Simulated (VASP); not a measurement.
# SiC (P6_3mc) in VASP: relaxation of the atoms with r2SCAN

Aim: the relaxation of the atoms of SiC with r2SCAN.

Everything below comes from runs of VASP 6.6.1. Logs are shortened: lines on timing, memory, paths and dates and some standing lists are left out, and cuts for length are marked.

### 1 The cell of the first run

It takes space group P6_3mc (No. 186, hexagonal). Conventional cell: a = 3.075 Å, b = 3.075 Å, c = 5.351 Å, α = 90.00°, β = 90.00°, γ = 120.00°. Within 2.5 Å of Si (site symmetry 3m) lie 4 C at 1.90 to 2.00 Å. C (site symmetry 3m) has 4 Si at 1.90 to 2.00 Å within 2.5 Å.

### 2 Relaxation of the atoms, r2SCAN (strain along c alone, the other axes held: +6.0 %)

Contents of POSCAR:

```
SiC
1.0
    3.0752975751      0.0000000000      0.0000000000
   -1.5376487876      2.6632858243      0.0000000000
    0.0000000000      0.0000000000      5.3512414606
Si C
2 2
Direct
    0.3333333333      0.6666666667      0.5007452066
    0.6666666667      0.3333333333      1.0007452066
    0.3333333333      0.6666666667      0.8742547934
    0.6666666667      0.3333333333      0.3742547934
```

Contents of INCAR.step1:

```
ALGO     = Normal         # electronic algorithm
EDIFF    = 1E-4           # SCF threshold, eV
ENCUT    = 520            # plane-wave cutoff, eV
GGA      = PE             # functional
ISMEAR   = 0              # smearing method
LASPH    = True           # aspherical terms in the spheres
LCHARG   = False          # write CHGCAR
LREAL    = False          # projectors in reciprocal space
LWAVE    = True           # write WAVECAR
NELM     = 80             # most SCF steps
PREC     = Accurate       # precision mode
SIGMA    = 0.02           # smearing width, eV
```

Contents of INCAR.step2:

```
ALGO     = Normal         # electronic algorithm
EDIFF    = 1E-6           # SCF threshold, eV
EDIFFG   = -0.008         # ionic threshold
ENCUT    = 520            # plane-wave cutoff, eV
IBRION   = 2              # ionic algorithm
ISIF     = 2              # what is computed and relaxed
ISMEAR   = 0              # smearing method
ISTART   = 1            
LASPH    = True           # aspherical terms in the spheres
LCHARG   = False          # write CHGCAR
LMIXTAU  = True         
LREAL    = False          # projectors in reciprocal space
LWAVE    = False          # write WAVECAR
METAGGA  = R2SCAN         # meta-GGA
NELM     = 80             # most SCF steps
NSW      = 60             # ionic steps
PREC     = Accurate       # precision mode
SIGMA    = 0.02           # smearing width, eV
```

Contents of KPOINTS:

```
k-points
0
Gamma
  12 12 6
```

Potentials or basis: VASP PAW PBE potentials, release 64 (Si, C).

Launch:

```bash
cat potpaw_PBE.64/Si/POTCAR potpaw_PBE.64/C/POTCAR > POTCAR
cp INCAR.step1 INCAR
mpirun -np 1 vasp_std > vasp.out
cp INCAR.step2 INCAR
mpirun -np 1 vasp_std > vasp.out
```

OUTCAR:

```text
EDIFF = 1E-6
   EDIFFG = -0.008
   ENCUT = 520
   IBRION = 2
   ISIF = 2
   ISMEAR = 0
   ISTART = 1
   LASPH = True
   LREAL = False
   METAGGA = R2SCAN
   NELM = 80
   NSW = 60
   PREC = Accurate

 ion  position               nearest neighbor table
   1  0.333  0.667  0.501-   4 1.90   4 1.90   4 1.90   3 2.00
   2  0.667  0.333  0.001-   3 1.90   3 1.90   3 1.90   4 2.00
   3  0.333  0.667  0.874-   2 1.90   2 1.90   2 1.90   1 2.00
   4  0.667  0.333  0.374-   1 1.90   1 1.90   1 1.90   2 2.00

  LATTYP: Found a hexagonal cell.
 ALAT       =     3.0752975751
 C/A-ratio  =     1.7400727344

  Lattice vectors:

 A1 = (   3.0752975751,   0.0000000000,   0.0000000000)
 A2 = (  -1.5376487876,   2.6632858243,   0.0000000000)
 A3 = (   0.0000000000,   0.0000000000,   5.3512414606)

Analysis of symmetry for initial positions (statically):
=====================================================================
 Subroutine PRICEL returns:
 Original cell was already a primitive cell.

 Routine SETGRP: Setting up the symmetry group for a
 hexagonal supercell.

 Subroutine GETGRP returns: Found 12 space group operations
 (whereof  6 operations were pure point group operations)
 out of a pool of 24 trial point group operations.

The static configuration has the point symmetry C_3v.
 The point group associated with its full space group is C_6v.

Analysis of symmetry for dynamics (positions and initial velocities):
=====================================================================
 Subroutine PRICEL returns:
 Original cell was already a primitive cell.

 Routine SETGRP: Setting up the symmetry group for a
 hexagonal supercell.

 Subroutine GETGRP returns: Found 12 space group operations
 (whereof  6 operations were pure point group operations)
 out of a pool of 24 trial point group operations.

The dynamic configuration has the point symmetry C_3v.
 The point group associated with its full space group is C_6v.

 Subroutine INISYM returns: Found 12 space group operations
 (whereof  6 operations are pure point group operations),
 and found     1 'primitive' translations

----------------------------------------------------------------------------------------

                                     Primitive cell

  volume of cell :      43.8288

  direct lattice vectors                    reciprocal lattice vectors
     3.075297575  0.000000000  0.000000000     0.325171784  0.187738017  0.000000000
    -1.537648788  2.663285824  0.000000000     0.000000000  0.375476034  0.000000000
     0.000000000  0.000000000  5.351241461     0.000000000  0.000000000  0.186872524

  length of vectors
     3.075297575  3.075297575  5.351241461     0.375476034  0.375476034  0.186872524

  position of ions in fractional coordinates (direct lattice)
     0.333333333  0.666666667  0.500745207
     0.666666667  0.333333333  0.000745207
     0.333333333  0.666666667  0.874254793
     0.666666667  0.333333333  0.374254793

  ion indices of the primitive-cell ions
   primitive index   ion index
                 1           1
                 2           2
                 3           3
                 4           4

----------------------------------------------------------------------------------------

 KPOINTS: k-points

Automatic generation of k-mesh.
 Grid dimensions read from file:
 generate k-points for:   12   12    6

 Generating k-lattice:

  Cartesian coordinates                     Fractional coordinates (reciprocal lattice)
     0.027097649  0.015644835  0.000000000     0.083333333  0.000000000  0.000000000
     0.000000000  0.031289670  0.000000000     0.000000000  0.083333333  0.000000000
     0.000000000  0.000000000  0.031145421     0.000000000  0.000000000  0.166666667

  Length of vectors
     0.031289670  0.031289670  0.031145421

  Shift w.r.t. Gamma in fractional coordinates (k-lattice)
     0.000000000  0.000000000  0.000000000

 Subroutine IBZKPT returns following result:
 ===========================================

 Found     76 irreducible k-points:

 Following reciprocal coordinates:
            Coordinates               Weight
  0.000000  0.000000  0.000000      1.000000
  0.083333  0.000000  0.000000      6.000000
  0.166667  0.000000  0.000000      6.000000
  0.250000  0.000000  0.000000      6.000000
  0.333333  0.000000  0.000000      6.000000
  0.416667  0.000000  0.000000      6.000000
[... 16 lines left out ...]
  0.250000  0.000000  0.166667     12.000000
  0.333333  0.000000  0.166667     12.000000
 [... further k-points ...]
   k-points           NKPTS =     76   k-points in BZ     NKDIM =     76   number of bands    NBANDS=     12
   number of dos      NEDOS =    301   number of ions     NIONS =      4
   total plane-waves  NPLWV =  23040
   dimension x,y,z NGX =    24 NGY =   24 NGZ =   40
   dimension x,y,z NGXF=    48 NGYF=   48 NGZF=   80
   ions per type =               2   2
   NGX,Y,Z   is equivalent  to a cutoff of  12.97, 12.97, 12.43 a.u.
   NGXF,Y,Z  is equivalent  to a cutoff of  25.95, 25.95, 24.85 a.u.
 SYSTEM =  unknown system
   PREC   = accura    normal or accurate (medium, high low for compatibility)
   ISTART =      1    job   : 0-new  1-cont  2-samecut
   ICHARG =      0    charge: 1-file 2-atom 10-const
   ISPIN  =      1    spin polarized calculation?
   LNONCOLLINEAR =      F non collinear calculations
   LSORBIT =      F    spin-orbit coupling
   LASPH  =      T    aspherical Exc in radial PAW
   ENCUT  =  520.0 eV  38.22 Ry    6.18 a.u.   5.72  5.72  9.95*2*pi/ulx,y,z
   NELM   =     80;   NELMIN=  2; NELMDL=  0     # of ELM steps
   EDIFF  = 0.1E-05   stopping-criterion for ELM
   LREAL  =      F    real-space projection
   EDIFFG = -.8E-02   stopping-criterion for IOM
   NSW    =     60    number of steps for IOM
   IBRION =      2    ionic relax: 0-MD 1-quasi-New 2-CG
   NFREE  =      1    steps in history (QN), initial steepest desc. (CG)
   ISIF   =      2    stress and relaxation
   ISYM   =      2    0-nonsym 1-usesym 2-fastsym
   POTIM  = 0.5000    time-step for ionic-motion
   TEBEG  =    0.0;   TEEND  =   0.0 temperature during run
   PSTRESS=    0.0 pullay stress
   NELECT =      16.0000    total number of electrons
   NUPDOWN=      -1.0000    fix difference up-down
   EMIN   =  10.00;   EMAX   =-10.00  energy-range for DOS
   EFERMI =   0.00;   METHOD = LEGACY
   ISMEAR =     0;   SIGMA  =   0.02  broadening in eV -4-tet -1-fermi 0-gaus
   EFERMI_NEDOS =   21; number of points for ismear=-14 and -15
   IALGO  =     38    algorithm
   IMIX   =      4    mixing-type and parameters
     AMIX     =   0.40;   BMIX     =  1.00
     AMIX_MAG =   1.60;   BMIX_MAG =  1.00
  volume/ion in A,a.u.               =      10.96        73.94
  Fermi-wavevector in a.u.,A,eV,Ry     =   1.170025  2.211026 18.625799  1.368958
  Thomas-Fermi vector in A             =   2.306489
   LORBIT       =      0    0 simple, 1 ext, 2 COOP (PROOUT), +10 PAW based schemes
   METAGGA = R2SCAN    functional components
   LHFCALC =     F    Hartree Fock is set to
   AEXX    =    0.0000 exact exchange contribution
   IVDW    =     0    specifies the selected vdW correction
   LEPSILON=     F    determine dielectric tensor
   LRPA    =     F    only Hartree local field effects (RPA)
 conjugate gradient relaxation of ions
 non-spin polarized calculation
 Gauss-broadening in eV      SIGMA  =   0.02
  energy-cutoff  :      520.00
  volume of cell :       43.83
 maximum number of plane-waves:      1200
 NGX is ok and might be reduce to    24
   NGX = 11   NGY = 11   NGZ = 19

 number of electron      16.0000001 magnetization

 Free energy of the ion-electron system (eV)
  ---------------------------------------------------
  ext. energy  EPLUGINS =         0.00000000
  ---------------------------------------------------
  free energy    TOTEN  =       -38.39415534 eV

  energy without entropy =      -38.39415534  energy(sigma->0) =      -38.39415534

 E-fermi :   7.7616     XC(G=0): -11.6740

 val. band max:        7.6120367007   @ k =   0.0000   0.0000   0.0000
 cond. band min:      10.0415894917   @ k =   0.3333   0.3333   0.0000
 fundamental gap:      2.4295527910
 Fermi energy:         7.7615662680

 k-point     1 :       0.0000    0.0000    0.0000
  band No.  band energies     occupation
      1      -8.3977      2.00000
      2      -5.4170      2.00000
      3      -1.2723      2.00000
      4       6.5236      2.00000
      5       6.5236      2.00000
      6       7.0781      2.00000
      7       7.6120      2.00000
      8       7.6120      2.00000
      9      12.4445      0.00000
     10      13.3038      0.00000
     11      14.8196      0.00000
     12      14.8196      0.00000

 k-point     2 :       0.0833    0.0000    0.0000
  band No.  band energies     occupation
      1      -8.2727      2.00000
      2      -5.3068      2.00000
      3      -1.1573      2.00000
      4       5.8296      2.00000
      5       6.3093      2.00000
      6       7.0201      2.00000
      7       7.1076      2.00000
      8       7.5203      2.00000
      9      12.5711      0.00000
     10      13.6839      0.00000
     11      14.6558      0.00000
     12      15.0706      0.00000

 k-point     3 :       0.1667    0.0000    0.0000
  band No.  band energies     occupation
      1      -7.9013      2.00000
      2      -4.9847      2.00000
      3      -0.8227      2.00000
      4       4.2984      2.00000
      5       5.8207      2.00000
      6       5.8607      2.00000
      7       6.8462      2.00000
      8       7.2474      2.00000
      9      12.7524      0.00000
     10      13.3583      0.00000
     11      15.0068      0.00000
     12      15.5459      0.00000
[... 286 lines left out ...]
 k-point    23 :       0.2500    0.0000    0.1667
  band No.  band energies     occupation
      1      -7.1786      2.00000
      2      -4.8386      2.00000
      3       0.1777      2.00000
      4       2.7699      2.00000
      5       4.0319      2.00000
      6       5.3700      2.00000
      7       6.2423      2.00000
      8       6.7393      2.00000
      9      11.9064      0.00000
     10      13.2204      0.00000
     11      14.1312      0.00000
     12      16.0996      0.00000

 k-point    24 :       0.3333    0.0000    0.1667
  band No.  band energies     occupation
      1      -6.3776      2.00000
      2      -4.2072      2.00000
      3       0.1768      2.00000
      4       1.8395      2.00000
      5       2.5230      2.00000
      6       4.9291      2.00000
      7       5.8024      2.00000
      8       6.3847      2.00000
      9      11.3420      0.00000
     10      12.2374      0.00000
     11      14.0628      0.00000
     12      15.7412      0.00000

 [... further k-points ...]
[... 5 lines left out ...]
  --------------------------------------------------------------------------------------
  -------------------------------------------------------------------------------------
  Total       -0.5301156     -0.5301156     -8.0907225      0.0000000      0.0000000      0.0000000
  in kB      -19.3785700    -19.3785700   -295.7593054      0.0000000      0.0000000      0.0000000
  external PRESSURE =    -111.5054818 kB  Pullay stress =       0.0000000 kB

 VOLUME and BASIS-vectors are now :
 -----------------------------------------------------------------------------
  energy-cutoff  :      520.00
  volume of cell :       43.83
      direct lattice vectors                 reciprocal lattice vectors
     3.075297575  0.000000000  0.000000000     0.325171784  0.187738017  0.000000000
    -1.537648788  2.663285824  0.000000000     0.000000000  0.375476034  0.000000000
     0.000000000  0.000000000  5.351241461     0.000000000  0.000000000  0.186872524

 POSITION                                       TOTAL-FORCE (eV/Angst)
 -----------------------------------------------------------------------------------
     -0.00000      1.77552      2.67961        -0.000000     -0.000000     -0.004217
      1.53765      0.88776      0.00399        -0.000000      0.000000     -0.004217
     -0.00000      1.77552      4.67835         0.000000      0.000000      0.004217
      1.53765      0.88776      2.00273         0.000000     -0.000000      0.004217
 -----------------------------------------------------------------------------------
    total drift:                               -0.000000     -0.000000      0.000827

  FREE ENERGIE OF THE ION-ELECTRON SYSTEM (eV)
  ---------------------------------------------------
  free  energy   TOTEN  =       -38.3941553424 eV

  energy  without entropy=      -38.3941553424  energy(sigma->0) =      -38.39415534

 reached required accuracy - stopping structural energy minimisation
```

It took 1.9 min on 1 thread of Intel Xeon 8259CL, shared host; peak memory 0.18 GiB.

What came out:

```
Free energy                  : -38.3942 eV
Pressure after relaxing      : -11.2 GPa
Largest force after relaxing : 0.004 eV/Å
Band gap on the k mesh       : 2.43 eV (least direct gap 4.80 eV)
```

Forces in eV/Å, atoms in the order of the input:
```
Si   0.000  0.000 -0.004
Si   0.000  0.000 -0.004
C    0.000  0.000  0.004
C    0.000  0.000  0.004
```

Final structure:
```
Si C
1.0
     3.07530    0.00000    0.00000
    -1.53765    2.66329    0.00000
     0.00000    0.00000    5.35124
Si C
2 2
Direct
  0.33333 0.66667 0.50075
  0.66667 0.33333 0.00075
  0.33333 0.66667 0.87425
  0.66667 0.33333 0.37425
```

Caveat: the cell differs from its parent crystal (strain along c alone, the other axes held: +6.0 %); the relaxation stopped at its first step, so nothing moved; the PAW data sets were made with another functional, which shifts forces and pressure a little. A k mesh can miss the band edges.
